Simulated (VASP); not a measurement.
The system is Ta.

```
Ta
1.0
     0.00000    2.08000    2.08000
     2.08000    0.00000    2.08000
     2.08000    2.08000    0.00000
Ta
1
Direct
  0.00000 0.00000 0.00000
```

This isn't the form of Ta at room conditions, which is bcc.

```yaml
Program: VASP 6.6.1
Task: relaxation of cell and atoms
Functional: r2SCAN
Potentials_or_basis: VASP PAW PBE potentials, release 64 (Ta_pv)
Cutoff: 550 eV
k_mesh: 9 × 9 × 9
Occupations: fermi-dirac, width 0.1 eV
Spin: no spin polarisation
```

At the start: pressure 7.7 GPa; volume 18.00 Å³/atom.

Where does the relaxation end?

Over 3 steps the energy falls by 15.0 meV/atom and the volume is 18.66 Å³/atom (+3.7 %); space group Fm-3m (No. 225, to 0.1 Å) before and after.

The path:
```tsv
step	energy change (eV)	largest force (eV/Å)	pressure (GPa)	volume (Å³)
1	0.0000	0.0000	7.70	18.00
2	0.0711	0.0000	-15.03	20.35
3	-0.0150	0.0000	-0.24	18.66
```

Final structure:
```cif
data_structure
_symmetry_space_group_name_H-M 'P 1'
_symmetry_Int_Tables_number 1
_cell_length_a 2.9773
_cell_length_b 2.9773
_cell_length_c 2.9773
_cell_angle_alpha 60.000
_cell_angle_beta 60.000
_cell_angle_gamma 60.000
_cell_volume 18.66
loop_
_atom_site_label
_atom_site_type_symbol
_atom_site_fract_x
_atom_site_fract_y
_atom_site_fract_z
_atom_site_occupancy
Ta1 Ta 0.00000 0.00000 0.00000 1
```

Caveat: the PAW data sets were made with another functional, which shifts forces and pressure a little.
